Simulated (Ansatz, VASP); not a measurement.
**CaSe: VASP beside Ansatz**

```
Ca Se
1.0
     3.63478    0.00000    0.00000
     0.00000    3.63478    0.00000
     0.00000    0.00000    3.45850
Ca Se
1 1
Direct
  0.00000 0.00000 0.00000
  0.50000 0.50000 0.50000
```

Change from the starting cell: uniaxial_z strain -4.8%.

Alike in both runs: task single point; functional HSE06; k mesh 6 × 6 × 6; no spin polarisation.

|  | VASP | Ansatz |
| --- | --- | --- |
| version | VASP 6.6.1 | Ansatz 0.2.0 |
| potentials or method | VASP PAW PBE potentials, release 64 (Ca_sv, Se) | plane waves, PAW |
| plane-wave cutoff (eV) | 520 | 420 |
| occupations | gaussian, width 0.01 eV | fixed |
| valence electrons in the cell | 16 | 26 |

```tsv
	VASP	Ansatz	Ansatz less VASP
gap on the k mesh at the Fermi level (eV)	0.94	0.93	-0.013
pressure (GPa)	3.3	3.2	-0.07
traceless stress, the component that is largest in VASP (GPa)	6.10	6.11	+0.002
```

VASP's potentials hold 16 valence electrons a cell and Ansatz's 26, so a difference there can come from the potentials and not from the codes. Ansatz's warnings: stress exchange threshold loose, stress scf threshold loose.
